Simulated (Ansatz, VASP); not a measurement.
## MgO2: VASP beside Ansatz

File INCAR:

```
PREC = Accurate
ENCUT = 520
EDIFF = 1E-7
ISMEAR = 0
SIGMA = 0.05
LREAL = F
LASPH = T
NELM = 100
ALGO = Normal
ISIF = 2
LWAVE = F
LCHARG = T
GGA = PS
LELF = T
LVHAR = T
NBANDS = 14
```

The input KPOINTS:

```
regular mesh
0
Gamma
  12 12 12
```

File POSCAR:

```
MgO2
1.0
    1.4763801347      0.8523884682      3.2144605649
   -1.4763801347      0.8523884682      3.2144605649
    0.0000000000     -1.7047769364      3.2144605649
Mg O
1 2
Direct
    0.0000000000      0.0000000000      0.0000000000
    0.4287860000      0.4287860000      0.4287860000
    0.5712140000      0.5712140000      0.5712140000
```

Input for Ansatz:

```yaml
crystal:
  lattice:
    - [1.4763801347, 0.8523884682, 3.2144605649]
    - [-1.4763801347, 0.8523884682, 3.2144605649]
    - [0.0, -1.7047769364, 3.2144605649]
  atoms:
    - { symbol: Mg, position: [0.0, 0.0, 0.0] }
    - { symbol: O, position: [0.428786, 0.428786, 0.428786] }
    - { symbol: O, position: [0.571214, 0.571214, 0.571214] }
basis:
  ecutwfc: 420
kpoints:
  mp_grid: { grid: [12, 12, 12] }
hamiltonian:
  xc: pbesol
scf:
  occupations: { method: gaussian, width: 0.05 }
output:
  forces: true
  stress: true
  eigenvalues: true
```

Change from the starting cell: strain -0.080 along x and y, -0.080 along z, atoms carried along.

Alike in both runs: task single point; functional PBEsol; k mesh 12 × 12 × 12; occupations gaussian, width 0.05 eV; no spin polarisation.

```csv
,VASP,Ansatz
version,VASP 6.6.1,Ansatz 0.2.0
potentials or method,"VASP PAW PBE potentials, release 64 (Mg, O), cutoff 520 eV","scalar-relativistic, plane waves, PAW"
valence electrons in the cell,14,22
```

Ansatz gave:

- gap on the k mesh at the Fermi level (eV): 3.91
- least direct gap on the mesh (eV): 3.99
- pressure (GPa): 46.6
- traceless stress, the component that is largest in VASP (GPa): 18.70
- rms of the force components (eV/Å): 0.582

Estimate VASP's values.

gap on the k mesh at the Fermi level (eV): 3.88; least direct gap on the mesh (eV): 3.94; pressure (GPa): 47.3; traceless stress, the component that is largest in VASP (GPa): 20.64; rms of the force components (eV/Å): 0.716.

VASP's potentials were made for PBE, not for PBEsol. Atom by atom the forces differ by 0.134 eV/Å (rms over components). Both programs put the cell under a high pressure, so it lies far from rest at this level. VASP's potentials hold 14 valence electrons a cell and Ansatz's 22, so a difference there can come from the potentials and not from the codes.
